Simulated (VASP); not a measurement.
Set up this calculation in VASP 6.6.1, as the native input.

```
Task                   : single point
Functional             : PBE
Potentials or basis    : VASP PAW PBE potentials, release 64 (Mo_sv)
Cutoff                 : 520 eV
k mesh                 : 18 × 18 × 16
Occupations            : fermi-dirac, width 0.08 eV
Spin                   : no spin polarisation
Dipole correction      : no
Further INCAR settings : ALGO = Normal; EDIFF = 1e-07; NBANDS = 13
```

The structure of Mo lies in POSCAR:

```
Mo
1.0
    2.6262234165      0.0000000000      0.0000000000
   -1.3131117082      2.2743761947      0.0000000000
    0.0000000000      0.0000000000      2.3904776839
Mo
1
Direct
    0.0000000000      0.0000000000      0.0000000000
```

The input as run:

INCAR

```
ALGO = Normal
EDIFF = 1E-7
ENCUT = 520
GGA = PE
ISIF = 2
ISMEAR = -1
LASPH = True
LCHARG = False
LREAL = False
LWAVE = False
NBANDS = 13
NELM = 60
PREC = Accurate
SIGMA = 0.08
```

KPOINTS

```
k-points
0
Gamma
  18 18 16
```

Potentials or basis: VASP PAW PBE potentials, release 64 (Mo_sv).

Command:

```bash
$ cat potpaw_PBE.64/Mo_sv/POTCAR > POTCAR
$ mpirun -np 1 vasp_std > vasp.out
```

Results of the run:

```
Pressure               : 48.1 GPa
Band gap on the k mesh : zero (band 7 reaches 15.36 eV, above the bottom of band 8 at 12.70 eV)
```

Wall time 18 s on 1 thread of Intel(R) Xeon(R) 6975P-C (Granite Rapids), with other jobs on the host, peak memory 0.16 GiB.
